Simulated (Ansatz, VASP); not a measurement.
**One calculation of C, two programs**

```
C
1.0
     2.50440    0.00000    0.00000
    -1.25220    2.16887    0.00000
     0.00000    0.00000   24.60730
C
4
Direct
  0.66667 0.33333 0.57048
  0.33333 0.66667 0.42952
  0.00000 0.00000 0.42953
  0.00000 0.00000 0.57047
```

Alike in both runs: task single point; functional LDA; k mesh 12 × 12 × 2; occupations fermi-dirac, width 0.05 eV; no spin polarisation.

|  | VASP | Ansatz |
| --- | --- | --- |
| version | VASP 6.6.1 | Ansatz 0.2.0 |
| potentials or method | VASP PAW LDA potentials, release 64 (C) | Ansatz PAW |
| plane-wave cutoff (eV) | 520 | 420 |
| valence electrons in the cell | 16 | 16 |

|  | VASP | Ansatz | Ansatz less VASP |
| --- | --- | --- | --- |
| gap on the k mesh at the Fermi level (eV) | none | none | - |
| rms of the force components (eV/Å) | 0.011 | 0.011 | -0.0002 |

LDA's correlation is that of Perdew and Zunger in VASP and of Perdew and Wang (1992) in Ansatz. Atom by atom the forces differ by 0.000 eV/Å (rms over components). A gap of «none» marks a metal or a gap that the smearing closes.
